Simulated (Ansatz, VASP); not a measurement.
**Two plane-wave programs on SnO2**

Contents of INCAR:

```
SYSTEM = SnO2
PREC = Accurate
ENCUT = 910
EDIFF = 1E-6
ISMEAR = 0
SIGMA = 0.05
LREAL = .False.
LASPH = .True.
NELM = 120
ALGO = Normal
ISIF = 2
LWAVE = .False.
LCHARG = .True.
GGA = CA
LELF = .True.
LVHAR = .True.
NBANDS = 35
GGA_COMPAT = .False.
```

File KPOINTS:

```
Automatic mesh
0
Gamma
  6 6 8
  0 0 0
```

POSCAR

```
SnO2
1.0
    4.7212714761      0.0000000000      0.0000000000
    0.0000000000      4.7242464798      0.0000000000
    0.0000000000      0.0000000000      3.2857199819
Sn O
2 4
Direct
    0.5000000000      0.5000000000      0.5000000000
    0.0000000000      0.0000000000      0.0000000000
    0.3055669685      0.3065721192      0.0000000000
    0.8055669685      0.1934278808      0.5000000000
    0.1944330315      0.8065721192      0.5000000000
    0.6944330315      0.6934278808      0.0000000000
```

Input for Ansatz:

```yaml
crystal:
  lattice:
    - [4.7212714761, 0.0, 0.0]
    - [0.0, 4.7242464798, 0.0]
    - [0.0, 0.0, 3.2857199819]
  atoms:
    - { symbol: Sn, position: [0.5, 0.5, 0.5] }
    - { symbol: Sn, position: [0.0, 0.0, 0.0] }
    - { symbol: O, position: [0.3055669685, 0.3065721192, 0.0] }
    - { symbol: O, position: [0.8055669685, 0.1934278808, 0.5] }
    - { symbol: O, position: [0.1944330315, 0.8065721192, 0.5] }
    - { symbol: O, position: [0.6944330315, 0.6934278808, 0.0] }
basis:
  ecutwfc: 420
kpoints:
  mp_grid: { grid: [6, 6, 8] }
hamiltonian:
  xc: lda
scf:
  occupations: { method: gaussian, width: 0.05 }
output:
  forces: true
  stress: true
  eigenvalues: true
```

Change from the starting cell: strain +0.000 along x and y, +0.030 along z, atoms carried along.

Alike in both runs: task single point; functional LDA; k mesh 6 × 6 × 8; occupations gaussian, width 0.05 eV; no spin polarisation.

|  | VASP | Ansatz |
| --- | --- | --- |
| version | VASP 6.6.1 | Ansatz 0.2.0 |
| potentials or method | VASP PAW LDA potentials, release 64 (Sn_d, O_h), cutoff 910 eV | scalar-relativistic, plane waves, PAW |
| valence electrons in the cell | 52 | 52 |

```csv
,VASP,Ansatz,Ansatz less VASP
gap on the k mesh at the Fermi level (eV),0.77,0.73,-0.044
least direct gap on the mesh (eV),0.77,0.73,-0.044
rms of the force components (eV/Å),0.074,0.076,+0.0023
```

LDA's correlation is that of Perdew and Zunger in VASP and of Perdew and Wang (1992) in Ansatz. Atom by atom the forces differ by 0.002 eV/Å (rms over components).

Noted on VASP's run: the cutoff is short for stress, so the pressure is rough.
